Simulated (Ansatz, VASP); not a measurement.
**Two plane-wave programs on Cd3Ga2O**

File INCAR:

```
SYSTEM = Cd3Ga2O
PREC = Accurate ; ENCUT = 600
EDIFF = 1E-6 ; ISMEAR = 0
SIGMA = 0.1 ; LREAL = .FALSE.
LASPH = .TRUE. ; NELM = 60
ALGO = Normal ; ISIF = 3
LWAVE = .FALSE. ; LCHARG = .FALSE.
GGA = PE ; IBRION = 2
NSW = 90 ; EDIFFG = -0.04
```

Contents of KPOINTS:

```
Automatic mesh
0
G
  4 4 2
  0 0 0
```

File POSCAR:

```
Cd3Ga2O
1.0
    4.1886267700      0.0000000000      0.0000000000
    0.0000000000      4.1886267700      0.0000000000
    0.0000000000      0.0000000000      7.4905564000
Cd Ga O
3 2 1
Direct
    0.5000000000      0.5000000000      0.5000000000
    0.5000000000      0.5000000000      0.1922168700
    0.5000000000      0.5000000000      0.8077831300
    0.0000000000      0.5000000000      0.5000000000
    0.5000000000      0.0000000000      0.5000000000
    0.0000000000      0.0000000000      0.5000000000
```

Input for Ansatz:

```yaml
crystal:
  lattice:
    - [4.18862677, 0.0, 0.0]
    - [0.0, 4.18862677, 0.0]
    - [0.0, 0.0, 7.4905564]
  atoms:
    - { symbol: Cd, position: [0.5, 0.5, 0.5] }
    - { symbol: Cd, position: [0.5, 0.5, 0.19221687] }
    - { symbol: Cd, position: [0.5, 0.5, 0.80778313] }
    - { symbol: Ga, position: [0.0, 0.5, 0.5] }
    - { symbol: Ga, position: [0.5, 0.0, 0.5] }
    - { symbol: O, position: [0.0, 0.0, 0.5] }
basis:
  ecutwfc: 420
kpoints:
  mp_grid: { grid: [4, 4, 2] }
hamiltonian:
  xc: pbe
scf:
  occupations: { method: gaussian, width: 0.1 }
  lower_state_search: "off"
output:
  forces: true
  stress: true
  eigenvalues: true
relax:
  adjacent_minimum: "off"
  f_tol: 0.04
  max_steps: 70
  cell: { stress_tol: 0.4 }
```

Alike in both runs: task relaxation of cell and atoms; functional PBE; k mesh 4 × 4 × 2; occupations gaussian, width 0.1 eV; no spin polarisation.

|  | VASP | Ansatz |
| --- | --- | --- |
| version | VASP 6.6.1 | Ansatz 0.2.0 |
| potentials or method | VASP PAW PBE potentials, release 64 (Cd, Ga_d, O), cutoff 600 eV | scalar-relativistic, plane waves, PAW |
| valence electrons in the cell | 68 | 92 |

VASP gave:

```
gap on the k mesh at the Fermi level, each at its own relaxed structure (eV) : none
relaxed volume (Å³/atom)                                                     : 34.96
relaxed cell length with the largest relative difference (Å)                 : 8.282
```

Estimate Ansatz's values.

gap on the k mesh at the Fermi level, each at its own relaxed structure (eV): none; relaxed volume (Å³/atom): 35.39; relaxed cell length with the largest relative difference (Å): 8.321.

A gap of «none» marks a metal or a gap that the smearing closes. VASP's potentials hold 68 valence electrons a cell and Ansatz's 92, so a difference there can come from the potentials and not from the codes.

The k mesh is coarse, so the values compare programs but aren't converged. Noted on VASP's run: the volume moved by over 15 % at a fixed basis, so the end points are rough.
